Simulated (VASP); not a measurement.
A run of VASP 6.6.1 is set up as follows.

File POSCAR:

```
Al2O3
1.0
    2.8843200000      0.0000000000      0.0000000000
   -1.4421600000      2.4979000000      0.0000000000
    0.0000000000      0.0000000000      9.3367500000
Al O
2 3
Direct
    0.0000000000      0.0000000000      0.1499900000
    0.0000000000      0.0000000000      0.8500100000
    0.3333333333      0.6666666667      0.2223200000
    0.6666666667      0.3333333333      0.0000000000
    0.3333333333      0.6666666667      0.7776800000
```

INCAR.step1

```
PREC = Accurate ; ENCUT = 660
ISMEAR = 0 ; SIGMA = 0.01
LREAL = False ; LASPH = True
NELM = 120 ; NBANDS = 20
GGA = PE ; ALGO = Normal
EDIFF = 1E-5 ; LWAVE = True
LCHARG = False ; GGA_COMPAT = False
```

File INCAR.step2:

```
PREC = Accurate ; ENCUT = 660
EDIFF = 1E-6 ; ISMEAR = 0
SIGMA = 0.01 ; LREAL = False
LASPH = True ; NELM = 120
ALGO = Normal ; ISIF = 2
LWAVE = False ; LCHARG = False
METAGGA = R2SCAN ; LMIXTAU = True
NBANDS = 20 ; ISTART = 1
GGA_COMPAT = False
```

KPOINTS

```
regular mesh
0
Gamma
  11 11 3
```

Potentials or basis: VASP PAW PBE potentials, release 64 (Al, O).

The run is started by

```bash
$ cat potpaw_PBE.64/Al/POTCAR potpaw_PBE.64/O/POTCAR > POTCAR
$ cp INCAR.step1 INCAR
$ mpirun -np 1 vasp_std > vasp.out
$ cp INCAR.step2 INCAR
$ mpirun -np 1 vasp_std > vasp.out
```

**Question.** Predict the largest force.

**Answer.** 0.441 eV/Å.

**Question.** What does it give for the pressure?

**Answer.** -4.9 GPa.

**Question.** What does it give for the band gap on the k mesh?

**Answer.** 5.60 eV (least direct gap 5.83 eV).

Forces in eV/Å, atoms in the order of the input:
```
Al   0.000  0.000  0.153
Al   0.000  0.000 -0.153
O    0.000  0.000 -0.441
O    0.000  0.000  0.000
O    0.000  0.000  0.441
```

Caveat: the cell stands under tension; the PAW data sets were made with another functional, which shifts forces and pressure a little; an odd mesh through Γ misses points on the zone boundary, where band edges can lie.
